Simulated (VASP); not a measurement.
Set up this calculation in VASP 6.6.1, as the native input.

- Task: single point
- Functional: PBEsol
- Potentials or basis: VASP PAW PBE potentials, release 64 (Y_sv)
- Cutoff: 520 eV
- k mesh: 8 × 8 × 10
- Occupations: fermi-dirac, width 0.1 eV
- Spin: no spin polarisation
- Dipole correction: no
- Further INCAR settings: ALGO = Normal; EDIFF = 1e-06; NBANDS = 24

The structure of Y lies in POSCAR:

```
Y
1.0
    5.6305914963      0.0000000000      0.0000000000
   -2.8152957481      4.8762352741      0.0000000000
    0.0000000000      0.0000000000      3.5148769357
Y
3
Direct
    0.0000000000      0.0000000000      0.0000000000
    0.3333333333      0.6666666667      0.5000000000
    0.6666666667      0.3333333333      0.5000000000
```

This cell differs from its parent crystal: volume scaled by 1.04.

These files were run (other wordings do the same):

INCAR

```
SYSTEM = Y
  PREC = Accurate
  ENCUT = 520
  EDIFF = 1E-6
  ISMEAR = -1
  SIGMA = 0.1
  LREAL = .FALSE.
  LASPH = .TRUE.
  NELM = 60
  ALGO = Normal
  ISIF = 2
  LWAVE = .FALSE.
  LCHARG = .FALSE.
  GGA = PS
  NBANDS = 24
```

KPOINTS

```
Automatic mesh
0
G
  8 8 10
  0 0 0
```

Potentials or basis: VASP PAW PBE potentials, release 64 (Y_sv).

The run is started by

```sh
$ cat potpaw_PBE.64/Y_sv/POTCAR > POTCAR
$ mpirun -np 1 vasp_std > vasp.out
```

It gave:

| Item | Value |
| --- | --- |
| Pressure | -1.6 GPa |

Caveat: the PAW data sets were made with another functional, which shifts forces and pressure a little.

It took 93 s on 1 thread of AMD EPYC 7R13 Processor (Zen 3), with other jobs on the host, peak memory 0.25 GiB.
